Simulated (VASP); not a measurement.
B:

```xyz
2
Lattice="1.1054 -1.4769 0.0000 1.1054 1.4769 0.0000 0.0000 0.0000 3.9475" Properties=species:S:1:pos:R:3 pbc="T T T"
B     1.1054    0.1750    0.9869
B     1.1054   -0.1750    2.9606
```

- Program: VASP 6.6.1
- Task: relaxation of cell and atoms
- Functional: PBE
- Potentials or basis: VASP PAW PBE potentials, release 64 (B)
- Cutoff: 600 eV
- k mesh: 30 × 30 × 14
- Occupations: gaussian, width 0.1 eV
- Spin: no spin polarisation

At the start: pressure -0.1 GPa; volume 6.44 Å³/atom.

Question: Where does the relaxation end?

Answer: Over 22 steps the energy falls by 24.9 meV/atom and the volume is 6.58 Å³/atom (+2.0 %); space group Cmcm (No. 63, to 0.05 Å).

The path:
```tsv
step	energy change (eV)	largest force (eV/Å)	pressure (GPa)	volume (Å³)
1	0.0000	0.0109	-0.15	12.89
2	-0.0205	0.0810	1.64	12.87
3	-0.0238	0.1206	3.08	12.86
4	-0.0376	0.1150	-1.02	13.06
5	-0.0386	0.1147	-2.60	13.14
6	-0.0387	0.1151	-2.31	13.12
7	-0.0410	0.1003	0.05	13.00
8	-0.0412	0.0950	0.93	12.95
9	-0.0426	0.0821	0.67	12.98
10	-0.0456	0.0514	-0.07	13.05
11	-0.0482	0.0174	-1.55	13.19
12	-0.0490	0.0180	0.43	13.12
13	-0.0490	0.0180	0.20	13.13
14	-0.0491	0.0160	0.37	13.12
15	-0.0493	0.0109	0.88	13.09
16	-0.0495	0.0094	0.44	13.12
17	-0.0495	0.0077	-0.15	13.15
18	-0.0496	0.0076	-0.30	13.16
19	-0.0497	0.0076	-0.53	13.18
20	-0.0497	0.0077	-0.01	13.16
21	-0.0497	0.0077	-0.01	13.16
22	-0.0497	0.0070	0.07	13.15
```

Final structure:
```
B
1.0
     1.03774   -1.46767    0.00000
     1.03774    1.46767    0.00000
     0.00000    0.00000    4.31809
B
2
Direct
  0.48418 0.51582 0.25000
  0.51582 0.48418 0.75000
```
